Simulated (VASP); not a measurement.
# AlN (F-43m) in VASP: notebook

The runs below take AlN through single point, with RPBE+D3(BJ), revPBE+D4, PBE exchange alone, PBE+D4.

All numbers are computed with VASP 6.6.1; they aren't measurements. Logs are shortened: lines on timing, memory, paths and dates and some standing lists are left out, and cuts for length are marked.

## (1) The cell of the first run

Symmetry: F-43m, No. 216, cubic system. Conventional cell: a = 4.279 Å, b = 4.279 Å, c = 4.279 Å, α = 90.00°, β = 90.00°, γ = 90.00°. Within 2.5 Å of Al (site symmetry -43m) lie 4 N at 1.85 Å. N (site symmetry -43m) has 4 Al at 1.85 Å within 2.5 Å.

## (2) Single point, RPBE+D3(BJ)

Contents of INCAR:

```
SYSTEM = AlN
PREC = Accurate
ENCUT = 600
EDIFF = 1E-6
ISMEAR = -1
SIGMA = 0.05
LREAL = .False.
LASPH = .True.
NELM = 120
ALGO = Normal
ISIF = 2
LWAVE = .False.
LCHARG = .True.
GGA = RP
IVDW = 12
LELF = .True.
LVHAR = .True.
NBANDS = 11
GGA_COMPAT = .False.
```

Contents of KPOINTS:

```
Automatic mesh
0
Gamma
  10 10 10
  0 0 0
```

Contents of POSCAR:

```
AlN
1.0
    0.0000000000      2.1394097525      2.1394097525
    2.1394097525      0.0000000000      2.1394097525
    2.1394097525      2.1394097525      0.0000000000
Al N
1 1
Direct
    0.0000000000      0.0000000000      0.0000000000
    0.2500000000      0.2500000000      0.2500000000
```

Potentials or basis: VASP PAW PBE potentials, release 64 (Al, N).

Run with:

```console
$ cat potpaw_PBE.64/Al/POTCAR potpaw_PBE.64/N/POTCAR > POTCAR
$ mpirun -np 1 vasp_std > vasp.out
```

OUTCAR:

```text
SYSTEM = AlN
   PREC = Accurate
   ENCUT = 600
   EDIFF = 1E-6
   ISMEAR = -1
   LREAL = .False.
   LASPH = .True.
   NELM = 120
   ISIF = 2
   GGA = RP
   IVDW = 12
 IVDW          = 12

 ion  position               nearest neighbor table
   1  0.000  0.000  0.000-   2 1.85   2 1.85   2 1.85   2 1.85
   2  0.250  0.250  0.250-   1 1.85   1 1.85   1 1.85   1 1.85

  LATTYP: Found a face centered cubic cell.
 ALAT       =     4.2788195050

  Lattice vectors:

 A1 = (   0.0000000000,   2.1394097525,   2.1394097525)
 A2 = (   2.1394097525,   0.0000000000,   2.1394097525)
 A3 = (   2.1394097525,   2.1394097525,   0.0000000000)

Analysis of symmetry for initial positions (statically):
=====================================================================
 Subroutine PRICEL returns:
 Original cell was already a primitive cell.

 Routine SETGRP: Setting up the symmetry group for a
 face centered cubic supercell.

 Subroutine GETGRP returns: Found 24 space group operations
 (whereof 24 operations were pure point group operations)
 out of a pool of 48 trial point group operations.

The static configuration has the point symmetry T_d .

Analysis of symmetry for dynamics (positions and initial velocities):
=====================================================================
 Subroutine PRICEL returns:
 Original cell was already a primitive cell.

 Routine SETGRP: Setting up the symmetry group for a
 face centered cubic supercell.

 Subroutine GETGRP returns: Found 24 space group operations
 (whereof 24 operations were pure point group operations)
 out of a pool of 48 trial point group operations.

The dynamic configuration has the point symmetry T_d .

 Subroutine INISYM returns: Found 24 space group operations
 (whereof 24 operations are pure point group operations),
 and found     1 'primitive' translations

----------------------------------------------------------------------------------------

                                     Primitive cell

  volume of cell :      19.5845

  direct lattice vectors                    reciprocal lattice vectors
     0.000000000  2.139409753  2.139409753    -0.233709321  0.233709321  0.233709321
     2.139409753  0.000000000  2.139409753     0.233709321 -0.233709321  0.233709321
     2.139409753  2.139409753  0.000000000     0.233709321  0.233709321 -0.233709321

  length of vectors
     3.025582287  3.025582287  3.025582287     0.404796418  0.404796418  0.404796418

  position of ions in fractional coordinates (direct lattice)
     0.000000000  0.000000000  0.000000000
     0.250000000  0.250000000  0.250000000

  ion indices of the primitive-cell ions
   primitive index   ion index
                 1           1
                 2           2

----------------------------------------------------------------------------------------

 KPOINTS: Automatic mesh

Automatic generation of k-mesh.
 Grid dimensions read from file:
 generate k-points for:   10   10   10

 Generating k-lattice:

  Cartesian coordinates                     Fractional coordinates (reciprocal lattice)
    -0.023370932  0.023370932  0.023370932     0.100000000  0.000000000  0.000000000
     0.023370932 -0.023370932  0.023370932     0.000000000  0.100000000  0.000000000
     0.023370932  0.023370932 -0.023370932     0.000000000  0.000000000  0.100000000

  Length of vectors
     0.040479642  0.040479642  0.040479642

  Shift w.r.t. Gamma in fractional coordinates (k-lattice)
     0.000000000  0.000000000  0.000000000

 Subroutine IBZKPT returns following result:
 ===========================================

 Found     47 irreducible k-points:

 Following reciprocal coordinates:
            Coordinates               Weight
  0.000000  0.000000  0.000000      1.000000
  0.100000  0.000000  0.000000      8.000000
  0.200000  0.000000  0.000000      8.000000
  0.300000  0.000000  0.000000      8.000000
  0.400000  0.000000  0.000000      8.000000
  0.500000  0.000000  0.000000      4.000000
[... 16 lines left out ...]
  0.300000  0.300000  0.000000      6.000000
  0.400000  0.300000  0.000000     24.000000
 [... further k-points ...]
   k-points           NKPTS =     47   k-points in BZ     NKDIM =     47   number of bands    NBANDS=     11
   number of dos      NEDOS =    301   number of ions     NIONS =      2
   total plane-waves  NPLWV =  13824
   dimension x,y,z NGX =    24 NGY =   24 NGZ =   24
   dimension x,y,z NGXF=    48 NGYF=   48 NGZF=   48
   ions per type =               1   1
   NGX,Y,Z   is equivalent  to a cutoff of  13.19, 13.19, 13.19 a.u.
   NGXF,Y,Z  is equivalent  to a cutoff of  26.37, 26.37, 26.37 a.u.
 SYSTEM =  AlN
   PREC   = accura    normal or accurate (medium, high low for compatibility)
   ISTART =      0    job   : 0-new  1-cont  2-samecut
   ICHARG =      2    charge: 1-file 2-atom 10-const
   ISPIN  =      1    spin polarized calculation?
   LNONCOLLINEAR =      F non collinear calculations
   LSORBIT =      F    spin-orbit coupling
   LASPH  =      T    aspherical Exc in radial PAW
   ENCUT  =  600.0 eV  44.10 Ry    6.64 a.u.   6.04  6.04  6.04*2*pi/ulx,y,z
   NELM   =    120;   NELMIN=  2; NELMDL= -5     # of ELM steps
   EDIFF  = 0.1E-05   stopping-criterion for ELM
   LREAL  =      F    real-space projection
   EDIFFG = 0.1E-04   stopping-criterion for IOM
   NSW    =      0    number of steps for IOM
   IBRION =     -1    ionic relax: 0-MD 1-quasi-New 2-CG
   NFREE  =      0    steps in history (QN), initial steepest desc. (CG)
   ISIF   =      2    stress and relaxation
   ISYM   =      2    0-nonsym 1-usesym 2-fastsym
   POTIM  = 0.5000    time-step for ionic-motion
   TEBEG  =    0.0;   TEEND  =   0.0 temperature during run
   PSTRESS=    0.0 pullay stress
   NELECT =       8.0000    total number of electrons
   NUPDOWN=      -1.0000    fix difference up-down
   EMIN   =  10.00;   EMAX   =-10.00  energy-range for DOS
   EFERMI =   0.00;   METHOD = LEGACY
   ISMEAR =    -1;   SIGMA  =   0.05  broadening in eV -4-tet -1-fermi 0-gaus
   EFERMI_NEDOS =   21; number of points for ismear=-14 and -15
   IALGO  =     38    algorithm
   IMIX   =      4    mixing-type and parameters
     AMIX     =   0.40;   BMIX     =  1.00
     AMIX_MAG =   1.60;   BMIX_MAG =  1.00
  volume/ion in A,a.u.               =       9.79        66.08
  Fermi-wavevector in a.u.,A,eV,Ry     =   1.214696  2.295442 20.075204  1.475486
  Thomas-Fermi vector in A             =   2.350107
   LORBIT       =      0    0 simple, 1 ext, 2 COOP (PROOUT), +10 PAW based schemes
   GGA     = RP    functional components
   LHFCALC =     F    Hartree Fock is set to
   AEXX    =    0.0000 exact exchange contribution
   IVDW    =    12    specifies the selected vdW correction
   LEPSILON=     F    determine dielectric tensor
   LRPA    =     F    only Hartree local field effects (RPA)
 non-spin polarized calculation
  energy-cutoff  :      600.00
  volume of cell :       19.58
 maximum number of plane-waves:       666
   NGX = 13   NGY = 13   NGZ = 13

 number of electron       7.9999998 magnetization

 Free energy of the ion-electron system (eV)
  ---------------------------------------------------
  ext. energy  EPLUGINS =         0.00000000
  ---------------------------------------------------
  free energy    TOTEN  =       -13.99603580 eV

  energy without entropy =      -13.99603580  energy(sigma->0) =      -13.99603580

 E-fermi :   7.8129     XC(G=0): -11.0840

 val. band max:        6.6795567966   @ k =   0.0000   0.0000   0.0000
 cond. band min:      10.0707466896   @ k =   0.5000   0.5000   0.0000
 fundamental gap:      3.3911898930
 Fermi energy:         7.8129142408

 k-point     1 :       0.0000    0.0000    0.0000
  band No.  band energies     occupation
      1      -8.7086      2.00000
      2       6.6796      2.00000
      3       6.6796      2.00000
      4       6.6796      2.00000
      5      11.4677      0.00000
      6      19.9749      0.00000
      7      19.9749      0.00000
      8      19.9749      0.00000
      9      24.8912      0.00000
     10      24.8912      0.00000
     11      26.4714      0.00000

 k-point     2 :       0.1000    0.0000    0.0000
  band No.  band energies     occupation
      1      -8.5525      2.00000
      2       5.8683      2.00000
      3       6.6280      2.00000
      4       6.6280      2.00000
      5      12.1148      0.00000
      6      19.5838      0.00000
      7      20.1167      0.00000
      8      20.1167      0.00000
      9      23.6017      0.00000
     10      23.6017      0.00000
     11      25.6644      0.00000

 k-point     3 :       0.2000    0.0000    0.0000
  band No.  band energies     occupation
      1      -8.1072      2.00000
      2       4.2170      2.00000
      3       6.4994      2.00000
      4       6.4994      2.00000
      5      13.2450      0.00000
      6      18.7548      0.00000
      7      19.9749      0.00000
      8      19.9749      0.00000
      9      23.1169      0.00000
     10      23.1169      0.00000
     11      24.8247      0.00000

 k-point     4 :       0.3000    0.0000    0.0000
  band No.  band energies     occupation
      1      -7.4570      2.00000
      2       2.4954      2.00000
      3       6.3515      2.00000
      4       6.3515      2.00000
      5      14.1064      0.00000
      6      17.9227      0.00000
      7      19.1881      0.00000
      8      19.1881      0.00000
      9      24.3264      0.00000
     10      24.3264      0.00000
     11      24.7391      0.00000
[... 239 lines left out ...]
 k-point    22 :      -0.2000    0.2000    0.0000
  band No.  band energies     occupation
      1      -7.2436      2.00000
      2       2.8200      2.00000
      3       4.9373      2.00000
      4       6.4320      2.00000
      5      14.7578      0.00000
      6      17.1954      0.00000
      7      18.8049      0.00000
      8      19.7086      0.00000
      9      22.2840      0.00000
     10      26.0621      0.00000
     11      28.8357      0.00000

 k-point    23 :       0.3000    0.3000    0.0000
  band No.  band energies     occupation
      1      -7.0542      2.00000
      2       3.0932      2.00000
      3       5.4042      2.00000
      4       5.4042      2.00000
      5      12.2532      0.00000
      6      16.9009      0.00000
      7      19.3742      0.00000
      8      22.0203      0.00000
      9      22.0203      0.00000
     10      27.7148      0.00000
     11      31.5941      0.00000

 k-point    24 :       0.4000    0.3000    0.0000
  band No.  band energies     occupation
      1      -6.5530      2.00000
      2       2.4203      2.00000
      3       4.9266      2.00000
      4       5.2367      2.00000
      5      11.7772      0.00000
      6      16.7239      0.00000
      7      19.8206      0.00000
      8      22.0701      0.00000
      9      22.6415      0.00000
     10      28.7689      0.00000
     11      31.3749      0.00000

 [... further k-points ...]

------------------------ aborting loop because EDIFF is reached ----------------------------------------

 Edisp (eV)   -2.42994

 E8    (eV) :    -1.4493

  FORCE on cell =-STRESS in cart. coord.  units (eV):
  Direction    XX          YY          ZZ          XY          YZ          ZX
  --------------------------------------------------------------------------------------
  -------------------------------------------------------------------------------------
  Total      -0.11108    -0.11108    -0.11108     0.00000     0.00000    -0.00000
  in kB      -9.08743    -9.08743    -9.08743     0.00000     0.00000    -0.00000
  external pressure =       -9.09 kB  Pullay stress =        0.00 kB

 VOLUME and BASIS-vectors are now :
 -----------------------------------------------------------------------------
  energy-cutoff  :      600.00
  volume of cell :       19.58
      direct lattice vectors                 reciprocal lattice vectors
     0.000000000  2.139409753  2.139409753    -0.233709321  0.233709321  0.233709321
     2.139409753  0.000000000  2.139409753     0.233709321 -0.233709321  0.233709321
     2.139409753  2.139409753  0.000000000     0.233709321  0.233709321 -0.233709321

 POSITION                                       TOTAL-FORCE (eV/Angst)
 -----------------------------------------------------------------------------------
      0.00000      0.00000      0.00000         0.000000     -0.000000     -0.000000
      1.06970      1.06970      1.06970        -0.000000      0.000000      0.000000
 -----------------------------------------------------------------------------------
    total drift:                                0.000000      0.000000      0.000000

  FREE ENERGIE OF THE ION-ELECTRON SYSTEM (eV)
  ---------------------------------------------------
  free  energy   TOTEN  =       -16.4259712064 eV

  energy  without entropy=      -16.4259712063  energy(sigma->0) =      -16.42597121
```

Wall time 16 s (1 thread of Intel Xeon 8259CL, shared host); peak memory 0.15 GiB.

What came out:

```
Free energy                : -16.4260 eV
Pressure                   : -0.9 GPa
Band gap on the k mesh     : 3.39 eV, indirect (least direct gap 4.79 eV)
Dispersion energy per atom : -1.215 eV
```

Levels at points of the mesh, in eV from the valence-band top:
```
           k point  band 1  band 2  band 3  band 4  band 5  band 6  band 7  band 8
(0.00, 0.00, 0.00)  -15.39    0.00    0.00    0.00    4.79   13.30   13.30   13.30
(0.50, 0.00, 0.00)  -13.18   -6.09   -0.48   -0.48    8.04   10.35   11.61   11.61
(0.50, 0.50, 0.00)  -12.49   -5.06   -1.83   -1.83    3.39    9.10   14.97   16.64
```

Caveat: the PAW data sets were made with another functional, which shifts forces and pressure a little.

## (3) Single point, revPBE+D4

Contents of INCAR:

```
PREC = Accurate
ENCUT = 600
EDIFF = 1E-6
ISMEAR = -1
SIGMA = 0.05
LREAL = F
LASPH = T
NELM = 120
ALGO = Normal
ISIF = 2
LWAVE = F
LCHARG = F
GGA = RE
IVDW = 13
NBANDS = 11
GGA_COMPAT = F
```

Contents of KPOINTS:

```
Automatic mesh
0
Gamma
  10 10 10
```

POSCAR is that of step 2.

Potentials or basis: VASP PAW PBE potentials, release 64 (Al, N).

Run with:

```console
$ cat potpaw_PBE.64/Al/POTCAR potpaw_PBE.64/N/POTCAR > POTCAR
$ mpirun -np 1 vasp_std > vasp.out
```

Run time: 16 s. Hardware: 1 thread of Intel Xeon 8259CL, shared host; peak memory 0.14 GiB.

Results (log left out):

- Free energy: -15.3766 eV
- Pressure: 10.4 GPa
- Band gap on the k mesh: 3.38 eV, indirect (least direct gap 4.78 eV)
- Dispersion energy per atom: -0.629 eV

Levels at points of the mesh, in eV from the valence-band top:
```csv
k point,band 1,band 2,band 3,band 4,band 5,band 6,band 7,band 8,band 9
"(0.00, 0.00, 0.00)",-15.38,0.00,0.00,0.00,4.78,13.27,13.27,13.27,18.20
"(0.50, 0.00, 0.00)",-13.16,-6.10,-0.48,-0.48,8.02,10.34,11.60,11.60,18.95
"(0.50, 0.50, 0.00)",-12.47,-5.07,-1.83,-1.83,3.38,9.07,14.93,16.61,16.61
```

Caveat: the PAW data sets were made with another functional, which shifts forces and pressure a little. A hybrid or GW would open this gap; revPBE tends to underestimate it.

(Part 1 of 2 ends here.)
